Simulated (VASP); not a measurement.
# Sn (I4_1/amd) in VASP: a series of runs

Runs on Sn. Level: r2SCAN. Tasks: single point.

All numbers are computed with VASP 6.6.1; they aren't measurements. Logs are shortened: lines on timing, memory, paths and dates and some standing lists are left out, and cuts for length are marked.

**1. The cell of the first run**

The structure is tetragonal, space group I4_1/amd (No. 141). The conventional cell has a = 5.152 Å, b = 5.152 Å, c = 5.152 Å, α = 90.00°, β = 90.00°, γ = 90.00°. Within 3.8 Å of Sn (site symmetry -4m2) lie 4 Sn at 2.88 Å.

**2. Single point, r2SCAN**

POSCAR

```
Sn
1.0
    0.0000000000      3.6432462238      2.5757750802
    3.6432462238      0.0000000000      2.5757750802
    3.6432462238      3.6432462238      0.0000000000
Sn
2
Direct
    0.5000000000      0.5000000000      0.5000000000
    0.7500000000      0.7500000000      0.7500000000
```

INCAR.step1

```
  PREC = Accurate
  ENCUT = 520
  ISMEAR = 0
  SIGMA = 0.15
  LREAL = F
  LASPH = T
  NELM = 60
  NBANDS = 21
  GGA = PE
  ALGO = Normal
  EDIFF = 1E-4
  LWAVE = T
  LCHARG = F
```

INCAR.step2

```
  PREC = Accurate
  ENCUT = 520
  EDIFF = 1E-7
  ISMEAR = 0
  SIGMA = 0.15
  LREAL = F
  LASPH = T
  NELM = 60
  ALGO = Normal
  ISIF = 2
  LWAVE = F
  LCHARG = T
  METAGGA = R2SCAN
  LMIXTAU = T
  LELF = T
  LVHAR = T
  NBANDS = 21
  ISTART = 1
```

KPOINTS

```
regular mesh
0
Gamma
  14 14 14
```

Potentials or basis: VASP PAW PBE potentials, release 64 (Sn_d).

The run is started by

```sh
$ cat potpaw_PBE.64/Sn_d/POTCAR > POTCAR
$ cp INCAR.step1 INCAR
$ mpirun -np 1 vasp_std > vasp.out
$ cp INCAR.step2 INCAR
$ mpirun -np 1 vasp_std > vasp.out
```

OUTCAR:

```text
PREC = Accurate
   ENCUT = 520
   EDIFF = 1E-7
   ISMEAR = 0
   LREAL = F
   LASPH = T
   NELM = 60
   ISIF = 2
   METAGGA = R2SCAN
   ISTART = 1

 ion  position               nearest neighbor table
   1  0.500  0.500  0.500-   2 2.88   2 2.88   2 2.88   2 2.88
   2  0.750  0.750  0.750-   1 2.88   1 2.88   1 2.88   1 2.88

  LATTYP: Found a body centered tetragonal cell.
 ALAT       =     5.1523282208
 C/A-ratio  =     0.9998489886

  Lattice vectors:

 A1 = (   0.0000000000,  -3.6432462238,  -2.5757750802)
 A2 = (   0.0000000000,   3.6432462238,  -2.5757750802)
 A3 = (   3.6432462238,   0.0000000000,   2.5757750802)

Analysis of symmetry for initial positions (statically):
=====================================================================
 Subroutine PRICEL returns:
 Original cell was already a primitive cell.

 Routine SETGRP: Setting up the symmetry group for a
 body centered tetragonal supercell.

 Subroutine GETGRP returns: Found 16 space group operations
 (whereof  8 operations were pure point group operations)
 out of a pool of 16 trial point group operations.

The static configuration has the point symmetry D_2d.
 The point group associated with its full space group is D_4h.

Analysis of symmetry for dynamics (positions and initial velocities):
=====================================================================
 Subroutine PRICEL returns:
 Original cell was already a primitive cell.

 Routine SETGRP: Setting up the symmetry group for a
 body centered tetragonal supercell.

 Subroutine GETGRP returns: Found 16 space group operations
 (whereof  8 operations were pure point group operations)
 out of a pool of 16 trial point group operations.

The dynamic configuration has the point symmetry D_2d.
 The point group associated with its full space group is D_4h.

 Subroutine INISYM returns: Found 16 space group operations
 (whereof  8 operations are pure point group operations),
 and found     1 'primitive' translations

----------------------------------------------------------------------------------------

                                     Primitive cell

  volume of cell :      68.3778

  direct lattice vectors                    reciprocal lattice vectors
     0.000000000  3.643246224  2.575775080    -0.137240244  0.137240244  0.194116328
     3.643246224  0.000000000  2.575775080     0.137240244 -0.137240244  0.194116328
     3.643246224  3.643246224  0.000000000     0.137240244  0.137240244 -0.194116328

  length of vectors
     4.461822532  4.461822532  5.152328221     0.274501216  0.274501216  0.274501216

  position of ions in fractional coordinates (direct lattice)
     0.500000000  0.500000000  0.500000000
     0.750000000  0.750000000  0.750000000

  ion indices of the primitive-cell ions
   primitive index   ion index
                 1           1
                 2           2

----------------------------------------------------------------------------------------

 KPOINTS: regular mesh

Automatic generation of k-mesh.
 Grid dimensions read from file:
 generate k-points for:   14   14   14

 Generating k-lattice:

  Cartesian coordinates                     Fractional coordinates (reciprocal lattice)
    -0.009802875  0.009802875  0.013865452     0.071428571  0.000000000  0.000000000
     0.009802875 -0.009802875  0.013865452     0.000000000  0.071428571  0.000000000
     0.009802875  0.009802875 -0.013865452    -0.000000000 -0.000000000  0.071428571

  Length of vectors
     0.019607230  0.019607230  0.019607230

  Shift w.r.t. Gamma in fractional coordinates (k-lattice)
     0.000000000  0.000000000  0.000000000

 Subroutine IBZKPT returns following result:
 ===========================================

 Found    244 irreducible k-points:

 Following reciprocal coordinates:
            Coordinates               Weight
  0.000000  0.000000  0.000000      1.000000
  0.071429  0.000000  0.000000      8.000000
  0.142857 -0.000000  0.000000      8.000000
  0.214286 -0.000000  0.000000      8.000000
  0.285714  0.000000  0.000000      8.000000
  0.357143 -0.000000  0.000000      8.000000
[... 16 lines left out ...]
  0.214286  0.142857  0.000000      8.000000
  0.285714  0.142857  0.000000      8.000000
 [... further k-points ...]
   k-points           NKPTS =    244   k-points in BZ     NKDIM =    244   number of bands    NBANDS=     21
   number of dos      NEDOS =    301   number of ions     NIONS =      2
   total plane-waves  NPLWV =  51840
   dimension x,y,z NGX =    36 NGY =   36 NGZ =   40
   dimension x,y,z NGXF=    72 NGYF=   72 NGZF=   80
   ions per type =               2
   NGX,Y,Z   is equivalent  to a cutoff of  13.41, 13.41, 12.91 a.u.
   NGXF,Y,Z  is equivalent  to a cutoff of  26.83, 26.83, 25.81 a.u.
 SYSTEM =  unknown system
   PREC   = accura    normal or accurate (medium, high low for compatibility)
   ISTART =      1    job   : 0-new  1-cont  2-samecut
   ICHARG =      0    charge: 1-file 2-atom 10-const
   ISPIN  =      1    spin polarized calculation?
   LNONCOLLINEAR =      F non collinear calculations
   LSORBIT =      F    spin-orbit coupling
   LASPH  =      T    aspherical Exc in radial PAW
   ENCUT  =  520.0 eV  38.22 Ry    6.18 a.u.   8.30  8.30  9.58*2*pi/ulx,y,z
   NELM   =     60;   NELMIN=  2; NELMDL=  0     # of ELM steps
   EDIFF  = 0.1E-06   stopping-criterion for ELM
   LREAL  =      F    real-space projection
   EDIFFG = 0.1E-05   stopping-criterion for IOM
   NSW    =      0    number of steps for IOM
   IBRION =     -1    ionic relax: 0-MD 1-quasi-New 2-CG
   NFREE  =      0    steps in history (QN), initial steepest desc. (CG)
   ISIF   =      2    stress and relaxation
   ISYM   =      2    0-nonsym 1-usesym 2-fastsym
   POTIM  = 0.5000    time-step for ionic-motion
   TEBEG  =    0.0;   TEEND  =   0.0 temperature during run
   PSTRESS=    0.0 pullay stress
   NELECT =      28.0000    total number of electrons
   NUPDOWN=      -1.0000    fix difference up-down
   EMIN   =  10.00;   EMAX   =-10.00  energy-range for DOS
   EFERMI =   0.00;   METHOD = LEGACY
   ISMEAR =     0;   SIGMA  =   0.15  broadening in eV -4-tet -1-fermi 0-gaus
   EFERMI_NEDOS =   21; number of points for ismear=-14 and -15
   IALGO  =     38    algorithm
   IMIX   =      4    mixing-type and parameters
     AMIX     =   0.40;   BMIX     =  1.00
     AMIX_MAG =   1.60;   BMIX_MAG =  1.00
  volume/ion in A,a.u.               =      34.19       230.72
  Fermi-wavevector in a.u.,A,eV,Ry     =   1.215689  2.297319 20.108049  1.477900
  Thomas-Fermi vector in A             =   2.351068
   LORBIT       =      0    0 simple, 1 ext, 2 COOP (PROOUT), +10 PAW based schemes
   METAGGA = R2SCAN    functional components
   LHFCALC =     F    Hartree Fock is set to
   AEXX    =    0.0000 exact exchange contribution
   IVDW    =     0    specifies the selected vdW correction
   LEPSILON=     F    determine dielectric tensor
   LRPA    =     F    only Hartree local field effects (RPA)
 non-spin polarized calculation
 Gauss-broadening in eV      SIGMA  =   0.15
  energy-cutoff  :      520.00
  volume of cell :       68.38
 maximum number of plane-waves:      1878
 NGX is ok and might be reduce to    36
   NGX = 17   NGY = 17   NGZ = 19

 number of electron      27.9999994 magnetization

 Free energy of the ion-electron system (eV)
  ---------------------------------------------------
  ext. energy  EPLUGINS =         0.00000000
  ---------------------------------------------------
  free energy    TOTEN  =       -49.15102111 eV

  energy without entropy =      -49.14444084  energy(sigma->0) =      -49.14773098

 E-fermi :   5.3893     XC(G=0):  -9.6863

 val. band max:        5.3576173754   @ k =   0.2857   0.0000   0.0714
 cond. band min:       5.3982857704   @ k =   0.5000   0.0000   0.0714
 fundamental gap:      0.0406683951
 Fermi energy:         5.3892719787

 k-point     1 :       0.0000    0.0000    0.0000
  band No.  band energies     occupation
      1     -16.8918      2.00000
      2     -16.7698      2.00000
      3     -16.7496      2.00000
      4     -16.7496      2.00000
      5     -16.7078      2.00000
      6     -16.5700      2.00000
[... 13 lines left out ...]
     20      11.4472      0.00000
     21      13.0526      0.00000

 k-point     2 :       0.0714    0.0000    0.0000
  band No.  band energies     occupation
      1     -16.8911      2.00000
      2     -16.7712      2.00000
      3     -16.7581      2.00000
      4     -16.7450      2.00000
      5     -16.6990      2.00000
      6     -16.5864      2.00000
[... 13 lines left out ...]
     20      11.7298      0.00000
     21      12.6779      0.00000

 k-point     3 :       0.1429   -0.0000    0.0000
  band No.  band energies     occupation
      1     -16.8894      2.00000
      2     -16.7736      2.00000
      3     -16.7724      2.00000
      4     -16.7347      2.00000
      5     -16.6827      2.00000
      6     -16.6055      2.00000
[... 13 lines left out ...]
     20      12.0365      0.00000
     21      12.9265      0.00000

 k-point     4 :       0.2143   -0.0000    0.0000
  band No.  band energies     occupation
      1     -16.8872      2.00000
      2     -16.7882      2.00000
      3     -16.7715      2.00000
      4     -16.7227      2.00000
      5     -16.6671      2.00000
      6     -16.6220      2.00000
[... 13 lines left out ...]
     20      12.3464      0.00000
     21      13.8248      0.00000

 k-point     5 :       0.2857    0.0000    0.0000
  band No.  band energies     occupation
      1     -16.8852      2.00000
      2     -16.7996      2.00000
      3     -16.7684      2.00000
      4     -16.7121      2.00000
      5     -16.6545      2.00000
      6     -16.6349      2.00000
[... 13 lines left out ...]
     20      13.2981      0.00000
     21      14.6843      0.00000
[... 382 lines left out ...]
     20      11.9567      0.00000
     21      12.1036      0.00000

 k-point    22 :       0.1429    0.1429    0.0000
  band No.  band energies     occupation
      1     -16.8697      2.00000
      2     -16.7507      2.00000
      3     -16.7504      2.00000
      4     -16.7504      2.00000
      5     -16.7016      2.00000
      6     -16.5772      2.00000
[... 13 lines left out ...]
     20      13.7869      0.00000
     21      14.7279      0.00000

 k-point    23 :       0.2143    0.1429    0.0000
  band No.  band energies     occupation
      1     -16.8592      2.00000
      2     -16.7580      2.00000
      3     -16.7537      2.00000
      4     -16.7365      2.00000
      5     -16.6915      2.00000
      6     -16.5920      2.00000
[... 13 lines left out ...]
     20      14.5121      0.00000
     21      15.1665      0.00000

 k-point    24 :       0.2857    0.1429    0.0000
  band No.  band energies     occupation
      1     -16.8516      2.00000
      2     -16.7716      2.00000
      3     -16.7551      2.00000
      4     -16.7219      2.00000
      5     -16.6755      2.00000
      6     -16.6111      2.00000
[... 13 lines left out ...]
     20      14.3800      0.00000
     21      14.8924      0.00000

 [... further k-points ...]

------------------------ aborting loop because EDIFF is reached ----------------------------------------

  FORCE on cell =-STRESS in cart. coord.  units (eV):
  Direction    XX          YY          ZZ          XY          YZ          ZX
  --------------------------------------------------------------------------------------
  -------------------------------------------------------------------------------------
  Total       -0.7219870     -0.7219870      1.1044597      0.0000000      0.0000000      0.0000000
  in kB      -16.9170639    -16.9170639     25.8788800      0.0000000      0.0000000      0.0000000
  external PRESSURE =      -2.6517492 kB  Pullay stress =       0.0000000 kB

 VOLUME and BASIS-vectors are now :
 -----------------------------------------------------------------------------
  energy-cutoff  :      520.00
  volume of cell :       68.38
      direct lattice vectors                 reciprocal lattice vectors
     0.000000000  3.643246224  2.575775080    -0.137240244  0.137240244  0.194116328
     3.643246224  0.000000000  2.575775080     0.137240244 -0.137240244  0.194116328
     3.643246224  3.643246224  0.000000000     0.137240244  0.137240244 -0.194116328

 POSITION                                       TOTAL-FORCE (eV/Angst)
 -----------------------------------------------------------------------------------
      3.64325      3.64325      2.57578        -0.000000     -0.000000      0.000000
      5.46487      5.46487      3.86366         0.000000      0.000000     -0.000000
 -----------------------------------------------------------------------------------
    total drift:                                0.000000      0.000000      0.000000

  FREE ENERGIE OF THE ION-ELECTRON SYSTEM (eV)
  ---------------------------------------------------
  free  energy   TOTEN  =       -49.1510211103 eV

  energy  without entropy=      -49.1444408409  energy(sigma->0) =      -49.14773098
```

It took 17 min on 1 thread of Intel Xeon Platinum 8259CL at 2.50GHz (Skylake/Cascade Lake), shared host; peak memory 0.42 GiB.

Results:

* Free energy: -49.1510 eV
* Pressure: -0.3 GPa
* Band gap on the k mesh: zero (bands 14 and 15 overlap by 1.46 eV)

Levels at points of the mesh, in eV from the Fermi level:
```tsv
k point	band 10	band 11	band 12	band 13	band 14	band 15	band 16	band 17	band 18	band 19
(0.00, 0.00, 0.00)	-21.76	-10.74	-0.82	-0.43	-0.43	1.40	1.93	3.47	3.47	6.05
(0.50, 0.00, 0.00)	-21.78	-8.94	-6.28	-1.90	-0.61	-0.26	2.87	4.36	7.16	7.69
(0.50, 0.50, 0.00)	-21.91	-6.82	-6.82	-3.43	-3.43	0.14	0.14	8.40	8.40	9.78
(0.50, 0.00, 0.50)	-21.79	-7.91	-7.91	-1.39	-1.39	2.10	2.10	5.80	5.80	7.28
```

Caveat: the PAW data sets were made with another functional, which shifts forces and pressure a little; spin-orbit coupling is left out, which moves the levels of the heavy elements.

(Continued in part 2 of 2.)
